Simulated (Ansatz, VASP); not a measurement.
# One calculation of Cd, two programs

```xyz
2
Lattice="2.9789 0.0000 0.0000 -1.4894 2.5798 0.0000 0.0000 0.0000 5.6177" Properties=species:S:1:pos:R:3 pbc="T T T"
Cd    0.0000    1.7199    1.4044
Cd    1.4894    0.8599    4.2132
```

Alike in both runs: task single point; functional PBE; k mesh 6 × 6 × 4; occupations gaussian, width 0.1 eV; no spin polarisation.

```csv
,VASP,Ansatz
version,VASP 6.6.1,Ansatz 0.2.0
potentials or method,"VASP PAW PBE potentials, release 64 (Cd), cutoff 500 eV","scalar-relativistic, plane waves, PAW"
valence electrons in the cell,24,40
```

```tsv
	VASP	Ansatz	Ansatz less VASP
gap on the k mesh at the Fermi level (eV)	none	none	-
pressure (GPa)	4.3	3.9	-0.34
traceless stress, the component that is largest in VASP (GPa)	-0.57	-0.44	+0.131
```

A gap of «none» marks a metal or a gap that the smearing closes. VASP's potentials hold 24 valence electrons a cell and Ansatz's 40, so a difference there can come from the potentials and not from the codes. Ansatz's warnings: stress scf threshold loose.

The k mesh is coarse, so the values compare programs but aren't converged.
